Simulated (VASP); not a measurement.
# CoSn3 (Pm-3m) in VASP: further runs, part 2 of 3

VASP 6.6.1. Earlier steps stand in the parts before.

## Step 4: Single point, PBEsol, collinear spin, ferromagnetic start

Contents of INCAR:

```
SYSTEM = CoSn3
ALGO = Fast ; EDIFF = 1E-7
ENCUT = 520 ; GGA = PS
ISIF = 2 ; ISMEAR = 0
ISPIN = 2 ; LASPH = .True.
LCHARG = .False. ; LMAXMIX = 4
LORBIT = 11 ; LREAL = .False.
LWAVE = .False. ; MAGMOM = 0.02 0.02 0.02 1.62
NBANDS = 38 ; NELM = 150
NUPDOWN = 1.5 ; PREC = Accurate
SIGMA = 0.1
```

Contents of KPOINTS:

```
k-points
0
Gamma
  10 10 10
  0 0 0
```

Contents of POSCAR:

```
CoSn3
1.0
    4.3976643244      0.0000000000      0.0000000000
    0.0000000000      4.3976643244      0.0000000000
    0.0000000000      0.0000000000      4.3976643244
Sn Co
3 1
Direct
    0.0000000000      0.5000000000      0.5000000000
    0.5000000000      0.0000000000      0.5000000000
    0.5000000000      0.5000000000      0.0000000000
    0.0000000000      0.0000000000      0.0000000000
```

Potentials or basis: VASP PAW PBE potentials, release 64 (Sn_d, Co).

Started as:

```console
$ cat potpaw_PBE.64/Sn_d/POTCAR potpaw_PBE.64/Co/POTCAR > POTCAR
$ mpirun -np 1 vasp_std > vasp.out
```

OUTCAR:

```text
SYSTEM = CoSn3
   EDIFF = 1E-7
   ENCUT = 520
   GGA = PS
   ISIF = 2
   ISMEAR = 0
   ISPIN = 2
   LASPH = .True.
   LORBIT = 11
   LREAL = .False.
   NELM = 150
   NUPDOWN = 1.5
   PREC = Accurate

 ion  position               nearest neighbor table
   1  0.000  0.500  0.500-   2 3.11   3 3.11   4 3.11   3 3.11   4 3.11   2 3.11   4 3.11   4 3.11
                             2 3.11   3 3.11   3 3.11   2 3.11
   2  0.500  0.000  0.500-   1 3.11   3 3.11   4 3.11   3 3.11   4 3.11   1 3.11   3 3.11   3 3.11
                             1 3.11   4 3.11   4 3.11   1 3.11
   3  0.500  0.500  0.000-   1 3.11   2 3.11   4 3.11   1 3.11   2 3.11   2 3.11   4 3.11   2 3.11
                             1 3.11   4 3.11   1 3.11   4 3.11
   4  0.000  0.000  0.000-   1 3.11   2 3.11   3 3.11   1 3.11   2 3.11   1 3.11   3 3.11   1 3.11
                             2 3.11   3 3.11   2 3.11   3 3.11

  LATTYP: Found a simple cubic cell.
 ALAT       =     4.3976643244

  Lattice vectors:

 A1 = (   4.3976643244,   0.0000000000,   0.0000000000)
 A2 = (   0.0000000000,   4.3976643244,   0.0000000000)
 A3 = (   0.0000000000,   0.0000000000,   4.3976643244)

Analysis of symmetry for initial positions (statically):
=====================================================================
 Subroutine PRICEL returns:
 Original cell was already a primitive cell.

 Routine SETGRP: Setting up the symmetry group for a
 simple cubic supercell.

 Subroutine GETGRP returns: Found 48 space group operations
 (whereof 48 operations were pure point group operations)
 out of a pool of 48 trial point group operations.

The static configuration has the point symmetry O_h .

Analysis of symmetry for dynamics (positions and initial velocities):
=====================================================================
 Subroutine PRICEL returns:
 Original cell was already a primitive cell.

 Routine SETGRP: Setting up the symmetry group for a
 simple cubic supercell.

 Subroutine GETGRP returns: Found 48 space group operations
 (whereof 48 operations were pure point group operations)
 out of a pool of 48 trial point group operations.

The dynamic configuration has the point symmetry O_h .

Analysis of structural, dynamic, and magnetic symmetry:
=====================================================================
 Subroutine PRICEL returns:
 Original cell was already a primitive cell.

 Routine SETGRP: Setting up the symmetry group for a
 simple cubic supercell.

 Subroutine GETGRP returns: Found 48 space group operations
 (whereof 48 operations were pure point group operations)
 out of a pool of 48 trial point group operations.

The overall configuration has the point symmetry O_h .

 Subroutine INISYM returns: Found 48 space group operations
 (whereof 48 operations are pure point group operations),
 and found     1 'primitive' translations

----------------------------------------------------------------------------------------

                                     Primitive cell

  volume of cell :      85.0484

  direct lattice vectors                    reciprocal lattice vectors
     4.397664324  0.000000000  0.000000000     0.227393436  0.000000000  0.000000000
     0.000000000  4.397664324  0.000000000     0.000000000  0.227393436  0.000000000
     0.000000000  0.000000000  4.397664324     0.000000000  0.000000000  0.227393436

  length of vectors
     4.397664324  4.397664324  4.397664324     0.227393436  0.227393436  0.227393436

  position of ions in fractional coordinates (direct lattice)
[... 88 lines left out ...]
   NFREE  =      0    steps in history (QN), initial steepest desc. (CG)
   ISIF   =      2    stress and relaxation
   ISYM   =      2    0-nonsym 1-usesym 2-fastsym
   POTIM  = 0.5000    time-step for ionic-motion
   TEBEG  =    0.0;   TEEND  =   0.0 temperature during run
   PSTRESS=    0.0 pullay stress
   NELECT =      51.0000    total number of electrons
   NUPDOWN=       1.5000    fix difference up-down
   EMIN   =  10.00;   EMAX   =-10.00  energy-range for DOS
   EFERMI =   0.00;   METHOD = LEGACY
   ISMEAR =     0;   SIGMA  =   0.10  broadening in eV -4-tet -1-fermi 0-gaus
   EFERMI_NEDOS =   21; number of points for ismear=-14 and -15
   IALGO  =     68    algorithm
   IMIX   =      4    mixing-type and parameters
     AMIX     =   0.40;   BMIX     =  1.00
     AMIX_MAG =   1.60;   BMIX_MAG =  1.00
  volume/ion in A,a.u.               =      21.26       143.48
  Fermi-wavevector in a.u.,A,eV,Ry     =   1.380520  2.608805 25.930479  1.905836
  Thomas-Fermi vector in A             =   2.505390
   LORBIT       =     11    0 simple, 1 ext, 2 COOP (PROOUT), +10 PAW based schemes
   GGA     = PS    functional components
   LHFCALC =     F    Hartree Fock is set to
   AEXX    =    0.0000 exact exchange contribution
   IVDW    =     0    specifies the selected vdW correction
   LEPSILON=     F    determine dielectric tensor
   LRPA    =     F    only Hartree local field effects (RPA)
 spin polarized calculation
 RMM-DIIS sequential band-by-band and
 Gauss-broadening in eV      SIGMA  =   0.10
  energy-cutoff  :      520.00
  volume of cell :       85.05
 maximum number of plane-waves:      2320
 NGX is ok and might be reduce to    36
   NGX = 17   NGY = 17   NGZ = 17

 number of electron      50.9999991 magnetization       1.5000005

 Free energy of the ion-electron system (eV)
  ---------------------------------------------------
  ext. energy  EPLUGINS =         0.00000000
  ---------------------------------------------------
  free energy    TOTEN  =       -18.79096139 eV

  energy without entropy =      -18.77195413  energy(sigma->0) =      -18.78145776

 E-fermi :   9.2474     XC(G=0): -11.3181

 val. band max:        9.4221557235   @ k =   0.5000   0.0000   0.0000
 cond. band min:       9.2485445386   @ k =   0.4000   0.1000   0.0000
 fundamental gap:     -0.1736111849
 Fermi energy:         9.4240044795

 spin component 1

 k-point     1 :       0.0000    0.0000    0.0000
  band No.  band energies     occupation
      1     -12.3984      1.00000
      2     -12.3984      1.00000
      3     -12.3984      1.00000
      4     -12.3837      1.00000
      5     -12.2032      1.00000
      6     -12.2032      1.00000
[... 949 lines left out ...]
     36      18.6155      0.00000
     37      19.5033      0.00000

 [... further k-points ...]

 spin component 2

 k-point     1 :       0.0000    0.0000    0.0000
  band No.  band energies     occupation
      1     -12.3893      1.00000
      2     -12.3893      1.00000
      3     -12.3893      1.00000
      4     -12.3716      1.00000
      5     -12.1998      1.00000
      6     -12.1998      1.00000
[... 949 lines left out ...]
     36      18.7463      0.00000
     37      19.5322      0.00000

 [... further k-points ...]

 [bands above 37 left out]

------------------------ aborting loop because EDIFF is reached ----------------------------------------

  FORCE on cell =-STRESS in cart. coord.  units (eV):
  Direction    XX          YY          ZZ          XY          YZ          ZX
  --------------------------------------------------------------------------------------
  -------------------------------------------------------------------------------------
  Total        0.1725439      0.1725439      0.1725439      0.0000000      0.0000000     -0.0000000
  in kB        3.2504533      3.2504533      3.2504533      0.0000000      0.0000000     -0.0000000
  external PRESSURE =       3.2504533 kB  Pullay stress =       0.0000000 kB

 VOLUME and BASIS-vectors are now :
 -----------------------------------------------------------------------------
  energy-cutoff  :      520.00
  volume of cell :       85.05
      direct lattice vectors                 reciprocal lattice vectors
     4.397664324  0.000000000  0.000000000     0.227393436  0.000000000  0.000000000
     0.000000000  4.397664324  0.000000000     0.000000000  0.227393436  0.000000000
     0.000000000  0.000000000  4.397664324     0.000000000  0.000000000  0.227393436

 POSITION                                       TOTAL-FORCE (eV/Angst)
 -----------------------------------------------------------------------------------
      0.00000      2.19883      2.19883         0.000000      0.000000      0.000000
      2.19883      0.00000      2.19883         0.000000      0.000000      0.000000
      2.19883      2.19883      0.00000         0.000000      0.000000      0.000000
      0.00000      0.00000      0.00000         0.000000      0.000000      0.000000
 -----------------------------------------------------------------------------------
    total drift:                                0.000000      0.000000      0.000000

  FREE ENERGIE OF THE ION-ELECTRON SYSTEM (eV)
  ---------------------------------------------------
  free  energy   TOTEN  =       -18.7909613862 eV

  energy  without entropy=      -18.7719541305  energy(sigma->0) =      -18.78145776

 total charge

# of ion       s       p       d       tot
------------------------------------------
    1        1.253   1.006  10.014  12.273
    2        1.253   1.006  10.014  12.273
    3        1.253   1.006  10.014  12.273
    4        0.335   0.193   7.336   7.864
--------------------------------------------------
tot          4.094   3.212  37.377  44.683

 magnetization (x)

# of ion       s       p       d       tot
------------------------------------------
    1        0.021  -0.003  -0.000   0.018
    2        0.021  -0.003  -0.000   0.018
    3        0.021  -0.003  -0.000   0.018
    4        0.018   0.014   1.407   1.438
--------------------------------------------------
tot          0.080   0.005   1.406   1.492
```

OSZICAR:

```text
N       E                     dE             d eps       ncg     rms          rms(c)
DAV:   1     0.499053533467E+03    0.49905E+03   -0.23326E+04  8954   0.212E+03
DAV:   2     0.526569081529E+02   -0.44640E+03   -0.42966E+03  8512   0.536E+02
DAV:   3    -0.165951950958E+02   -0.69252E+02   -0.67393E+02  9308   0.178E+02
DAV:   4    -0.198596934604E+02   -0.32645E+01   -0.32494E+01  9884   0.421E+01
DAV:   5    -0.199751607395E+02   -0.11547E+00   -0.11545E+00 12072   0.722E+00    0.125E+01
RMM:   6    -0.327429187394E+02   -0.12768E+02   -0.37706E+01 10362   0.317E+01    0.357E+01
RMM:   7    -0.195438740321E+02    0.13199E+02   -0.11724E+01  9543   0.178E+01    0.780E+00
RMM:   8    -0.187829874998E+02    0.76089E+00   -0.13404E+00  9559   0.528E+00    0.188E+00
RMM:   9    -0.187903538968E+02   -0.73664E-02   -0.15751E-01  9766   0.216E+00    0.710E-01
RMM:  10    -0.187914653970E+02   -0.11115E-02   -0.24439E-02 11011   0.750E-01    0.388E-01
RMM:  11    -0.187909132371E+02    0.55216E-03   -0.39272E-03 13505   0.351E-01    0.190E-01
RMM:  12    -0.187910279680E+02   -0.11473E-03   -0.94108E-04 12712   0.155E-01    0.115E-01
RMM:  13    -0.187909731409E+02    0.54827E-04   -0.23940E-04 13621   0.806E-02    0.521E-02
RMM:  14    -0.187909614092E+02    0.11732E-04   -0.74561E-05 13185   0.433E-02    0.194E-02
RMM:  15    -0.187909628864E+02   -0.14772E-05   -0.22358E-05 14036   0.186E-02    0.136E-02
RMM:  16    -0.187909614409E+02    0.14455E-05   -0.32401E-06 11126   0.854E-03    0.400E-03
RMM:  17    -0.187909614448E+02   -0.39072E-08   -0.10351E-06 10129   0.460E-03    0.215E-03
RMM:  18    -0.187909613862E+02    0.58523E-07   -0.25027E-07  7202   0.274E-03
   1 F= -.18790961E+02 E0= -.18781458E+02  d E =-.190073E-01  mag=     1.5000
```

It took 7.4 min on 1 thread of Intel Xeon Platinum 8259CL at 2.50GHz (Skylake/Cascade Lake), shared host; peak memory 0.42 GiB.

What came out:

```
Free energy                                           : -18.7910 eV
Pressure                                              : 0.3 GPa
Net moment                                            : 1.50 μB per cell
Site moments                                          : Sn +0.02; Co +1.44 μB
Valence electrons inside the program's atomic spheres : Sn 12.27; Co 7.86
```

Caveat: the PAW data sets were made with another functional, which shifts forces and pressure a little; spin-orbit coupling is left out, which moves the levels of the heavy elements; the total moment is fixed, so each spin has its own Fermi level.

## Step 5: Single point, PBEsol

This run uses another cell than the first one, of 20.89 Å³/atom.

Contents of INCAR:

```
ALGO     = Fast           # electronic algorithm
EDIFF    = 1E-6           # SCF threshold, eV
ENCUT    = 520            # plane-wave cutoff, eV
GGA      = PS             # functional
ISIF     = 2              # what is computed and relaxed
ISMEAR   = 0              # smearing method
LASPH    = True           # aspherical terms in the spheres
LCHARG   = False          # write CHGCAR
LREAL    = False          # projectors in reciprocal space
LWAVE    = False          # write WAVECAR
NBANDS   = 34             # bands
NELM     = 100            # most SCF steps
PREC     = Accurate       # precision mode
SIGMA    = 0.1            # smearing width, eV
```

Contents of KPOINTS:

```
k-points
0
Gamma
  10 10 10
```

Contents of POSCAR:

```
CoSn3
1.0
    4.3721808189      0.0000000000      0.0000000000
    0.0000000000      4.3721808189      0.0000000000
    0.0000000000      0.0000000000      4.3721808189
Sn Co
3 1
Direct
    0.0000000000      0.5000000000      0.5000000000
    0.5000000000      0.0000000000      0.5000000000
    0.5000000000      0.5000000000      0.0000000000
    0.0000000000      0.0000000000      0.0000000000
```

Started as:

```console
$ cat potpaw_PBE.64/Sn_d/POTCAR potpaw_PBE.64/Co/POTCAR > POTCAR
$ mpirun -np 1 vasp_std > vasp.out
```

Run time: 89 s. Hardware: 1 thread of Intel Xeon 6975P-C (Granite Rapids), shared host; peak memory 0.29 GiB.

Results (log left out):

- Free energy: -18.7321 eV
- Pressure: -0.1 GPa
- Band gap on the k mesh: zero (an odd number of electrons rules out a gap without spin polarisation)

Levels at points of the mesh, in eV from the Fermi level:
| k point | band 21 | band 22 | band 23 | band 24 | band 25 | band 26 | band 27 | band 28 | band 29 | band 30 |
| --- | --- | --- | --- | --- | --- | --- | --- | --- | --- | --- |
| (0.00, 0.00, 0.00) | -3.57 | -0.69 | -0.69 | -0.69 | -0.10 | -0.10 | 0.19 | 3.24 | 3.24 | 3.24 |
| (0.50, 0.00, 0.00) | -1.79 | -0.73 | -0.68 | -0.31 | -0.31 | 0.25 | 0.25 | 0.48 | 0.71 | 2.16 |
| (0.50, 0.50, 0.00) | -1.55 | -0.81 | -0.58 | -0.54 | 0.17 | 0.46 | 1.34 | 1.34 | 2.07 | 2.07 |
| (0.50, 0.50, 0.50) | -4.38 | -4.38 | -1.01 | -0.47 | -0.47 | -0.17 | -0.17 | -0.17 | 7.69 | 7.69 |

Caveat: the PAW data sets were made with another functional, which shifts forces and pressure a little; spin-orbit coupling is left out, which moves the levels of the heavy elements; the run has no spin polarisation, though such a crystal can be magnetic.

[end of part 2 of 3]
